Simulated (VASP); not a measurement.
# WC (Imm2) in VASP: notebook, part 2 of 2

VASP 6.6.1.

## (4) Single point, PBEsol

INCAR

```
PREC = Accurate ; ENCUT = 520
EDIFF = 1E-6 ; ISMEAR = 0
SIGMA = 0.15 ; LREAL = False
LASPH = True ; NELM = 80
ALGO = Normal ; ISIF = 2
LWAVE = False ; LCHARG = True
GGA = PS ; LELF = True
LVHAR = True ; NBANDS = 16
```

KPOINTS

```
regular mesh
0
Gamma
  18 18 18
```

POSCAR

```
WC
1.0
    0.0000000000      2.1926840000      2.1926840000
    2.1926840000      0.0000000000      2.1926840000
    2.1926840000      2.1926840000      0.0000000000
W C
1 1
Direct
   -0.0564348017      0.0000000000      0.0000000000
    0.5000000000      0.5000000000      0.5000000000
```

Potentials or basis: VASP PAW PBE potentials, release 64 (W_sv, C).

On the command line:

```console
$ cat potpaw_PBE.64/W_sv/POTCAR potpaw_PBE.64/C/POTCAR > POTCAR
$ mpirun -np 1 vasp_std > vasp.out
```

OUTCAR:

```text
PREC = Accurate
   ENCUT = 520
   EDIFF = 1E-6
   ISMEAR = 0
   LREAL = False
   LASPH = True
   NELM = 80
   ISIF = 2
   GGA = PS

 ion  position               nearest neighbor table
   1  0.944  0.000  0.000-   2 2.07   2 2.07   2 2.20   2 2.20   2 2.32   2 2.32
   2  0.500  0.500  0.500-   1 2.07   1 2.07   1 2.20   1 2.20   1 2.32   1 2.32

  LATTYP: Found a face centered cubic cell.
 ALAT       =     4.3853680000

  Lattice vectors:

 A1 = (   0.0000000000,   2.1926840000,   2.1926840000)
 A2 = (   2.1926840000,   0.0000000000,   2.1926840000)
 A3 = (   2.1926840000,   2.1926840000,   0.0000000000)

Analysis of symmetry for initial positions (statically):
=====================================================================
 Subroutine PRICEL returns:
 Original cell was already a primitive cell.

 Routine SETGRP: Setting up the symmetry group for a
 face centered cubic supercell.

 Subroutine GETGRP returns: Found  4 space group operations
 (whereof  4 operations were pure point group operations)
 out of a pool of 48 trial point group operations.

The static configuration has the point symmetry C_2v.

Analysis of symmetry for dynamics (positions and initial velocities):
=====================================================================
 Subroutine PRICEL returns:
 Original cell was already a primitive cell.

 Routine SETGRP: Setting up the symmetry group for a
 face centered cubic supercell.

 Subroutine GETGRP returns: Found  4 space group operations
 (whereof  4 operations were pure point group operations)
 out of a pool of 48 trial point group operations.

The dynamic configuration has the point symmetry C_2v.

 Subroutine INISYM returns: Found  4 space group operations
 (whereof  4 operations are pure point group operations),
 and found     1 'primitive' translations

[... 104 lines left out ...]
   PSTRESS=    0.0 pullay stress
   NELECT =      18.0000    total number of electrons
   NUPDOWN=      -1.0000    fix difference up-down
   EMIN   =  10.00;   EMAX   =-10.00  energy-range for DOS
   EFERMI =   0.00;   METHOD = LEGACY
   ISMEAR =     0;   SIGMA  =   0.15  broadening in eV -4-tet -1-fermi 0-gaus
   EFERMI_NEDOS =   21; number of points for ismear=-14 and -15
   IALGO  =     38    algorithm
   IMIX   =      4    mixing-type and parameters
     AMIX     =   0.40;   BMIX     =  1.00
     AMIX_MAG =   1.60;   BMIX_MAG =  1.00
  volume/ion in A,a.u.               =      10.54        71.14
  Fermi-wavevector in a.u.,A,eV,Ry     =   1.553029  2.934800 32.815887  2.411900
  Thomas-Fermi vector in A             =   2.657319
   LORBIT       =      0    0 simple, 1 ext, 2 COOP (PROOUT), +10 PAW based schemes
   GGA     = PS    functional components
   LHFCALC =     F    Hartree Fock is set to
   AEXX    =    0.0000 exact exchange contribution
   IVDW    =     0    specifies the selected vdW correction
   LEPSILON=     F    determine dielectric tensor
   LRPA    =     F    only Hartree local field effects (RPA)
 non-spin polarized calculation
 Gauss-broadening in eV      SIGMA  =   0.15
  energy-cutoff  :      520.00
  volume of cell :       21.08
 maximum number of plane-waves:       588
   NGX = 11   NGY = 11   NGZ = 11

 number of electron      18.0000002 magnetization

 Free energy of the ion-electron system (eV)
  ---------------------------------------------------
  ext. energy  EPLUGINS =         0.00000000
  ---------------------------------------------------
  free energy    TOTEN  =       -22.88337412 eV

  energy without entropy =      -22.87232987  energy(sigma->0) =      -22.87785200

 E-fermi :  12.1672     XC(G=0): -13.8283

 val. band max:       12.1667411998   @ k =   0.1667  -0.3333   0.3333
 cond. band min:      12.1677792036   @ k =   0.2778  -0.2222  -0.3889
 fundamental gap:      0.0010380038
 Fermi energy:        12.1671559644

 k-point     1 :       0.0000    0.0000    0.0000
  band No.  band energies     occupation
      1     -63.0882      2.00000
      2     -27.1073      2.00000
      3     -27.1022      2.00000
      4     -27.0869      2.00000
      5      -3.5148      2.00000
      6       8.8002      2.00000
[... 433 lines left out ...]
      3     -27.1145      2.00000
      4     -27.1012      2.00000
      5      -3.1987      2.00000
      6       7.9012      2.00000
[... 8 lines left out ...]
     15      22.5186      0.00000
     16      32.5894      0.00000

 [... further k-points ...]
[... 5 lines left out ...]
  --------------------------------------------------------------------------------------
  -------------------------------------------------------------------------------------
  Total       -1.2488419     -0.2143285     -0.2143285      0.0000000     -0.1320913      0.0000000
  in kB      -94.8986203    -16.2866689    -16.2866689      0.0000000    -10.0375258      0.0000000
  external PRESSURE =     -42.4906527 kB  Pullay stress =       0.0000000 kB

 VOLUME and BASIS-vectors are now :
 -----------------------------------------------------------------------------
  energy-cutoff  :      520.00
  volume of cell :       21.08
      direct lattice vectors                 reciprocal lattice vectors
     0.000000000  2.192684000  2.192684000    -0.228031034  0.228031034  0.228031034
     2.192684000  0.000000000  2.192684000     0.228031034 -0.228031034  0.228031034
     2.192684000  2.192684000  0.000000000     0.228031034  0.228031034 -0.228031034

 POSITION                                       TOTAL-FORCE (eV/Angst)
 -----------------------------------------------------------------------------------
      0.00000      2.06894      2.06894         0.000000      0.936245      0.936245
      2.19268      2.19268      2.19268        -0.000000     -0.936245     -0.936245
 -----------------------------------------------------------------------------------
    total drift:                                0.000000     -0.000096     -0.000096

  FREE ENERGIE OF THE ION-ELECTRON SYSTEM (eV)
  ---------------------------------------------------
  free  energy   TOTEN  =       -22.8833741172 eV

  energy  without entropy=      -22.8723298729  energy(sigma->0) =      -22.87785200
```

stdout:

```text
POSCAR found type information on POSCAR W C
 POSCAR found :  2 types and       2 ions
 scaLAPACK will be used
 -----------------------------------------------------------------------------
|                                                                             |
|                                                                             |
|     You enforced a specific xc type in the INCAR file but a different       |
|     I HOPE YOU KNOW WHAT YOU ARE DOING!                                     |
|                                                                             |
 -----------------------------------------------------------------------------

 LDA part: xc-table for (Slater+PW92), standard interpolation
 POSCAR, INCAR and KPOINTS ok, starting setup
 FFT: planning ... GRIDC
 FFT: planning ... GRID_SOFT
 FFT: planning ... GRID
 WAVECAR not read
 entering main loop
```

Run time: 72 s. Hardware: 1 thread of Intel Xeon 6975P-C (Granite Rapids), shared host; peak memory 0.38 GiB.

What came out:

```yaml
Free_energy: -22.8834 eV
Pressure: -4.2 GPa
Largest_force: 1.324 eV/Å
Band_gap_on_the_k_mesh: zero (band 9 reaches 13.25 eV, above the bottom of band 10 at 10.13 eV)
```

Forces on the atoms (eV/Å):
```
W    0.000  0.936  0.936
C    0.000 -0.936 -0.936
```

Stress tensor (GPa, compression positive):
```
-9.49  0.00  0.00
 0.00 -1.63 -1.00
 0.00 -1.00 -1.63
```

Caveat: the cell differs from its parent crystal (all W atoms moved +0.175 Å, as atom 1 towards its neighbour atom 1 (W) at 3.101 Å); the PAW data sets were made with another functional, which shifts forces and pressure a little; spin-orbit coupling is left out, which moves the levels of the heavy elements.
